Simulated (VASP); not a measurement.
# Ge (Cmcm) in VASP: a series of runs, part 2 of 2

VASP 6.6.1. Earlier steps stand in the parts before.

### Step 4. Single point, PBEsol

This run uses another cell than the first one, of 19.62 Å³/atom.

INCAR

```
SYSTEM = Ge
ALGO = Normal ; EDIFF = 1E-7
ENCUT = 520 ; GGA = PS
ISIF = 2 ; ISMEAR = -1
LASPH = .TRUE. ; LCHARG = .FALSE.
LREAL = .FALSE. ; LWAVE = .FALSE.
NBANDS = 21 ; NELM = 80
PREC = Accurate ; SIGMA = 0.1
```

KPOINTS

```
k-points
0
G
  11 11 6
  0 0 0
```

POSCAR

```
Ge
1.0
    1.5243611347     -2.6579995364      0.0000000000
    1.5243611347      2.6579995364      0.0000000000
    0.0000000000      0.0000000000      4.8429482161
Ge
2
Direct
    0.6665533700      0.3334466300      0.2500000000
    0.3334466300      0.6665533700      0.7500000000
```

Potentials or basis: VASP PAW PBE potentials, release 64 (Ge_d).

Started as:

```console
$ cat potpaw_PBE.64/Ge_d/POTCAR > POTCAR
$ mpirun -np 1 vasp_std > vasp.out
```

OUTCAR:

```text
SYSTEM = Ge
   EDIFF = 1E-7
   ENCUT = 520
   GGA = PS
   ISIF = 2
   ISMEAR = -1
   LASPH = .TRUE.
   LREAL = .FALSE.
   NELM = 80
   PREC = Accurate

 ion  position               nearest neighbor table
   1  0.667  0.333  0.250-
   2  0.333  0.667  0.750-

  LATTYP: Found a base centered orthorhombic cell.
 ALAT       =     3.0487222694
 B/A-ratio  =     1.7436809926
 C/A-ratio  =     1.5885173486

  Lattice vectors:

 A1 = (   1.5243611347,  -2.6579995364,   0.0000000000)
 A2 = (   1.5243611347,   2.6579995364,   0.0000000000)
 A3 = (   0.0000000000,   0.0000000000,   4.8429482161)

Analysis of symmetry for initial positions (statically):
=====================================================================
 Subroutine PRICEL returns:
 Original cell was already a primitive cell.

 Routine SETGRP: Setting up the symmetry group for a
 base centered orthorhombic supercell.

 Subroutine GETGRP returns: Found  8 space group operations
 (whereof  4 operations were pure point group operations)
 out of a pool of  8 trial point group operations.

The static configuration has the point symmetry C_2h.
 The point group associated with its full space group is D_2h.

Analysis of symmetry for dynamics (positions and initial velocities):
=====================================================================
 Subroutine PRICEL returns:
 Original cell was already a primitive cell.

 Routine SETGRP: Setting up the symmetry group for a
 base centered orthorhombic supercell.

 Subroutine GETGRP returns: Found  8 space group operations
 (whereof  4 operations were pure point group operations)
 out of a pool of  8 trial point group operations.

The dynamic configuration has the point symmetry C_2h.
 The point group associated with its full space group is D_2h.

 Subroutine INISYM returns: Found  8 space group operations
 (whereof  4 operations are pure point group operations),
 and found     1 'primitive' translations

----------------------------------------------------------------------------------------

                                     Primitive cell

  volume of cell :      39.2448

  direct lattice vectors                    reciprocal lattice vectors
     1.524361135 -2.657999536  0.000000000     0.328006263 -0.188111395  0.000000000
     1.524361135  2.657999536  0.000000000     0.328006263  0.188111395  0.000000000
     0.000000000  0.000000000  4.842948216     0.000000000  0.000000000  0.206485792

  length of vectors
     3.064088511  3.064088511  4.842948216     0.378119036  0.378119036  0.206485792

  position of ions in fractional coordinates (direct lattice)
     0.666553370  0.333446630  0.250000000
     0.333446630  0.666553370  0.750000000

  ion indices of the primitive-cell ions
   primitive index   ion index
                 1           1
                 2           2

----------------------------------------------------------------------------------------

 KPOINTS: k-points

Automatic generation of k-mesh.
 Grid dimensions read from file:
 generate k-points for:   11   11    6

 Generating k-lattice:

  Cartesian coordinates                     Fractional coordinates (reciprocal lattice)
     0.029818751 -0.017101036  0.000000000     0.090909091 -0.000000000  0.000000000
     0.029818751  0.017101036  0.000000000    -0.000000000  0.090909091  0.000000000
     0.000000000  0.000000000  0.034414299     0.000000000  0.000000000  0.166666667

  Length of vectors
     0.034374458  0.034374458  0.034414299

  Shift w.r.t. Gamma in fractional coordinates (k-lattice)
     0.000000000  0.000000000  0.000000000

 Subroutine IBZKPT returns following result:
 ===========================================

 Found    144 irreducible k-points:

 Following reciprocal coordinates:
            Coordinates               Weight
  0.000000  0.000000  0.000000      1.000000
  0.090909  0.000000  0.000000      4.000000
  0.181818  0.000000  0.000000      4.000000
  0.272727  0.000000  0.000000      4.000000
  0.363636  0.000000  0.000000      4.000000
  0.454545  0.000000  0.000000      4.000000
[... 16 lines left out ...]
 -0.272727  0.181818  0.000000      4.000000
 -0.181818  0.181818  0.000000      2.000000
 [... further k-points ...]
   k-points           NKPTS =    144   k-points in BZ     NKDIM =    144   number of bands    NBANDS=     21
   number of dos      NEDOS =    301   number of ions     NIONS =      2
   total plane-waves  NPLWV =  20736
   dimension x,y,z NGX =    24 NGY =   24 NGZ =   36
   dimension x,y,z NGXF=    48 NGYF=   48 NGZF=   72
   ions per type =               2
   NGX,Y,Z   is equivalent  to a cutoff of  13.02, 13.02, 12.36 a.u.
   NGXF,Y,Z  is equivalent  to a cutoff of  26.04, 26.04, 24.72 a.u.
 SYSTEM =  Ge
   PREC   = accura    normal or accurate (medium, high low for compatibility)
   ISTART =      0    job   : 0-new  1-cont  2-samecut
   ICHARG =      2    charge: 1-file 2-atom 10-const
   ISPIN  =      1    spin polarized calculation?
   LNONCOLLINEAR =      F non collinear calculations
   LSORBIT =      F    spin-orbit coupling
   LASPH  =      T    aspherical Exc in radial PAW
   ENCUT  =  520.0 eV  38.22 Ry    6.18 a.u.   5.70  5.70  9.00*2*pi/ulx,y,z
   NELM   =     80;   NELMIN=  2; NELMDL= -5     # of ELM steps
   EDIFF  = 0.1E-06   stopping-criterion for ELM
   LREAL  =      F    real-space projection
   EDIFFG = 0.1E-05   stopping-criterion for IOM
   NSW    =      0    number of steps for IOM
   IBRION =     -1    ionic relax: 0-MD 1-quasi-New 2-CG
   NFREE  =      0    steps in history (QN), initial steepest desc. (CG)
   ISIF   =      2    stress and relaxation
   ISYM   =      2    0-nonsym 1-usesym 2-fastsym
   POTIM  = 0.5000    time-step for ionic-motion
   TEBEG  =    0.0;   TEEND  =   0.0 temperature during run
   PSTRESS=    0.0 pullay stress
   NELECT =      28.0000    total number of electrons
   NUPDOWN=      -1.0000    fix difference up-down
   EMIN   =  10.00;   EMAX   =-10.00  energy-range for DOS
   EFERMI =   0.00;   METHOD = LEGACY
   ISMEAR =    -1;   SIGMA  =   0.10  broadening in eV -4-tet -1-fermi 0-gaus
   EFERMI_NEDOS =   21; number of points for ismear=-14 and -15
   IALGO  =     38    algorithm
   IMIX   =      4    mixing-type and parameters
     AMIX     =   0.40;   BMIX     =  1.00
     AMIX_MAG =   1.60;   BMIX_MAG =  1.00
  volume/ion in A,a.u.               =      19.62       132.42
  Fermi-wavevector in a.u.,A,eV,Ry     =   1.462851  2.764387 29.115541  2.139932
  Thomas-Fermi vector in A             =   2.579015
   LORBIT       =      0    0 simple, 1 ext, 2 COOP (PROOUT), +10 PAW based schemes
   GGA     = PS    functional components
   LHFCALC =     F    Hartree Fock is set to
   AEXX    =    0.0000 exact exchange contribution
   IVDW    =     0    specifies the selected vdW correction
   LEPSILON=     F    determine dielectric tensor
   LRPA    =     F    only Hartree local field effects (RPA)
 non-spin polarized calculation
  energy-cutoff  :      520.00
  volume of cell :       39.24
 maximum number of plane-waves:      1087
   NGX = 11   NGY = 11   NGZ = 19

 number of electron      27.9999987 magnetization

 Free energy of the ion-electron system (eV)
  ---------------------------------------------------
  ext. energy  EPLUGINS =         0.00000000
  ---------------------------------------------------
  free energy    TOTEN  =        -9.30388365 eV

  energy without entropy =       -9.26808648  energy(sigma->0) =       -9.28598507

 E-fermi :   6.2100     XC(G=0): -11.2420

 val. band max:        6.2030187641   @ k =  -0.4545   0.1818   0.3333
 cond. band min:       6.2111490371   @ k =   0.2727   0.0909   0.3333
 fundamental gap:      0.0081302731
 Fermi energy:         6.2099500457

 k-point     1 :       0.0000    0.0000    0.0000
  band No.  band energies     occupation
      1     -18.3994      2.00000
      2     -18.3970      2.00000
      3     -18.3963      2.00000
      4     -18.3922      2.00000
      5     -18.3895      2.00000
      6     -18.3894      2.00000
[... 13 lines left out ...]
     20      18.6958      0.00000
     21      19.7437      0.00000
[... 529 lines left out ...]
 k-point    24 :      -0.1818    0.1818    0.0000
  band No.  band energies     occupation
      1     -18.4175      2.00000
      2     -18.3967      2.00000
      3     -18.3850      2.00000
      4     -18.3828      2.00000
      5     -18.3793      2.00000
      6     -18.3760      2.00000
[... 13 lines left out ...]
     20      18.8357      0.00000
     21      19.8775      0.00000

 [... further k-points ...]

------------------------ aborting loop because EDIFF is reached ----------------------------------------

  FORCE on cell =-STRESS in cart. coord.  units (eV):
  Direction    XX          YY          ZZ          XY          YZ          ZX
  --------------------------------------------------------------------------------------
  -------------------------------------------------------------------------------------
  Total       -1.4401709     -1.4196119     -0.1529584      0.0000000      0.0000000      0.0000000
  in kB      -58.7952195    -57.9558945     -6.2445514      0.0000000      0.0000000      0.0000000
  external PRESSURE =     -40.9985552 kB  Pullay stress =       0.0000000 kB

 VOLUME and BASIS-vectors are now :
 -----------------------------------------------------------------------------
  energy-cutoff  :      520.00
  volume of cell :       39.24
      direct lattice vectors                 reciprocal lattice vectors
     1.524361135 -2.657999536  0.000000000     0.328006263 -0.188111395  0.000000000
     1.524361135  2.657999536  0.000000000     0.328006263  0.188111395  0.000000000
     0.000000000  0.000000000  4.842948216     0.000000000  0.000000000  0.206485792

 POSITION                                       TOTAL-FORCE (eV/Angst)
 -----------------------------------------------------------------------------------
      1.52436     -0.88540      1.21074         0.000000      0.004029      0.000000
      1.52436      0.88540      3.63221         0.000000     -0.004029      0.000000
 -----------------------------------------------------------------------------------
    total drift:                                0.000000     -0.000000      0.000000

  FREE ENERGIE OF THE ION-ELECTRON SYSTEM (eV)
  ---------------------------------------------------
  free  energy   TOTEN  =        -9.3038836528 eV

  energy  without entropy=       -9.2680864807  energy(sigma->0) =       -9.28598507
```

Run time: 65 s. Hardware: 1 thread of AMD EPYC 7R13 (Zen 3), shared host; peak memory 0.19 GiB.

Results:

```yaml
Free_energy: -9.3039 eV
Pressure: -4.1 GPa
Largest_force: 0.004 eV/Å
Band_gap_on_the_k_mesh: zero (bands 14 and 15 overlap by 8.65 eV)
```

Forces on the atoms (eV/Å):
```
Ge   0.000  0.004  0.000
Ge   0.000 -0.004  0.000
```

Levels at points of the mesh, in eV from the Fermi level:
```
           k point  band 10  band 11  band 12  band 13  band 14  band 15  band 16  band 17  band 18  band 19
(0.00, 0.00, 0.00)   -24.52   -12.83    -7.43    -5.18     6.08     6.19     8.03     8.14     9.26    10.75
(0.00, 0.00, 0.50)   -24.55   -11.25   -11.25     1.65     1.65     7.13     7.13     7.23     7.23    12.05
```

Caveat: the cell stands under tension; the PAW data sets were made with another functional, which shifts forces and pressure a little.

### Step 5. Single point, PBEsol

This run uses another cell than the first one, of 20.08 Å³/atom.

INCAR

```
  PREC = Accurate
  ENCUT = 520
  EDIFF = 1E-6
  ISMEAR = -1
  SIGMA = 0.1
  LREAL = F
  LASPH = T
  NELM = 100
  ALGO = Normal
  ISIF = 2
  LWAVE = F
  LCHARG = T
  GGA = PS
  LELF = T
  LVHAR = T
  NBANDS = 21
```

KPOINTS

```
Automatic mesh
0
Gamma
  11 11 6
```

POSCAR

```
Ge
1.0
    1.5360874504     -2.6784464902      0.0000000000
    1.5360874504      2.6784464902      0.0000000000
    0.0000000000      0.0000000000      4.8802031279
Ge
2
Direct
    0.6665533700      0.3334466300      0.2500000000
    0.3334466300      0.6665533700      0.7500000000
```

Started as:

```console
$ cat potpaw_PBE.64/Ge_d/POTCAR > POTCAR
$ mpirun -np 1 vasp_std > vasp.out
```

Wall time 61 s (1 thread of AMD EPYC 7R13 (Zen 3), shared host); peak memory 0.19 GiB.

Results (log left out):

```
Free energy            : -9.2775 eV
Pressure               : -5.3 GPa
Largest force          : 0.003 eV/Å
Band gap on the k mesh : zero (bands 14 and 15 overlap by 8.43 eV)
```

Forces in eV/Å, atoms in the order of the input:
```
Ge   0.000  0.003  0.000
Ge   0.000 -0.003  0.000
```

Stress tensor (GPa, compression positive):
```
-6.93  0.00  0.00
 0.00 -6.86  0.00
 0.00  0.00 -2.06
```

Levels at points of the mesh, in eV from the Fermi level:
| k point | band 12 | band 13 | band 14 | band 15 | band 16 | band 17 |
| --- | --- | --- | --- | --- | --- | --- |
| (0.00, 0.00, 0.00) | -7.40 | -5.04 | 5.95 | 6.05 | 7.85 | 7.95 |
| (0.00, 0.00, 0.50) | -11.09 | 1.61 | 1.61 | 6.96 | 6.96 | 7.06 |

Caveat: the cell stands under tension; the PAW data sets were made with another functional, which shifts forces and pressure a little.

### Step 6. Summary

| cell | gap on the mesh (eV) | pressure (GPa) |
| --- | --- | --- |
| a = 3.016, b = 3.016, c = 4.767 Å, angles 90.0, 90.0, 120.3°, 2 atoms | none | -1.2 |
| a = 3.040, b = 3.040, c = 4.805 Å, angles 90.0, 90.0, 120.3°, 2 atoms | none | -2.8 |
| a = 3.064, b = 3.064, c = 4.843 Å, angles 90.0, 90.0, 120.3°, 2 atoms | none | -4.1 |
| a = 3.088, b = 3.088, c = 4.880 Å, angles 90.0, 90.0, 120.3°, 2 atoms | none | -5.3 |

Alike in all rows: task single point; level PBEsol; potentials or basis VASP PAW PBE potentials, release 64 (Ge_d); no spin polarisation; k mesh 11 × 11 × 6; cutoff (eV) 520; smearing fermi-dirac 0.1 eV.

Caveats: the PAW data sets were made with another functional, which shifts forces and pressure a little; the cell stands under tension (at least some runs).

Absolute energies hang on the potentials; compare differences alone.
